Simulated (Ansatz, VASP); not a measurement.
CS2: VASP beside Ansatz

INCAR

```
SYSTEM = CS2
PREC     = Accurate       ! precision mode
ENCUT    = 520            ! plane-wave cutoff, eV
EDIFF    = 1E-6           ! SCF threshold, eV
ISMEAR   = 0              ! smearing method
SIGMA    = 0.1            ! smearing width, eV
LREAL    = .False.        ! projectors in reciprocal space
LASPH    = .True.         ! aspherical terms in the spheres
NELM     = 100            ! most SCF steps
ALGO     = Normal         ! electronic algorithm
ISIF     = 2              ! what is computed and relaxed
LWAVE    = .False.        ! write WAVECAR
LCHARG   = .False.        ! write CHGCAR
GGA      = PE             ! functional
IVDW     = 12             ! dispersion correction
NBANDS   = 15             ! bands
```

File KPOINTS:

```
Automatic mesh
0
Gamma
  4 4 4
  0 0 0
```

File POSCAR:

```
CS2
1.0
    3.8541760300      0.0000000000      0.0000000000
    0.0000000000      3.8541760300      0.0000000000
    0.0000000000      0.0000000000      4.3594464400
C S
1 2
Direct
    0.0000000000      0.0000000000      0.0000000000
    0.0000000000      0.5000000000      0.0000000000
    0.5000000000      0.0000000000      0.0000000000
```

Input for Ansatz:

```yaml
crystal:
  lattice:
    - [3.85417603, 0.0, 0.0]
    - [0.0, 3.85417603, 0.0]
    - [0.0, 0.0, 4.35944644]
  atoms:
    - { symbol: C, position: [0.0, 0.0, 0.0] }
    - { symbol: S, position: [0.0, 0.5, 0.0] }
    - { symbol: S, position: [0.5, 0.0, 0.0] }
basis:
  ecutwfc: 420
kpoints:
  mp_grid: { grid: [4, 4, 4] }
hamiltonian:
  xc: pbe
  dispersion: d3bj
scf:
  occupations: { method: gaussian, width: 0.1 }
  lower_state_search: "off"
output:
  forces: true
  stress: true
  eigenvalues: true
```

Alike in both runs: task single point; functional PBE; dispersion D3(BJ); k mesh 4 × 4 × 4; occupations gaussian, width 0.1 eV; no spin polarisation.

|  | VASP | Ansatz |
| --- | --- | --- |
| version | VASP 6.6.1 | Ansatz 0.2.0 |
| potentials or method | VASP PAW PBE potentials, release 64 (C, S), cutoff 520 eV | scalar-relativistic, plane waves, PAW |
| valence electrons in the cell | 16 | 16 |

```csv
,VASP,Ansatz,Ansatz less VASP
gap on the k mesh at the Fermi level (eV),none,none,-
pressure (GPa),-1.2,-1.0,+0.16
"traceless stress, the component that is largest in VASP (GPa)",-0.29,-0.40,-0.117
```

A gap of «none» marks a metal or a gap that the smearing closes.

The k mesh is coarse, so the values compare programs but aren't converged.
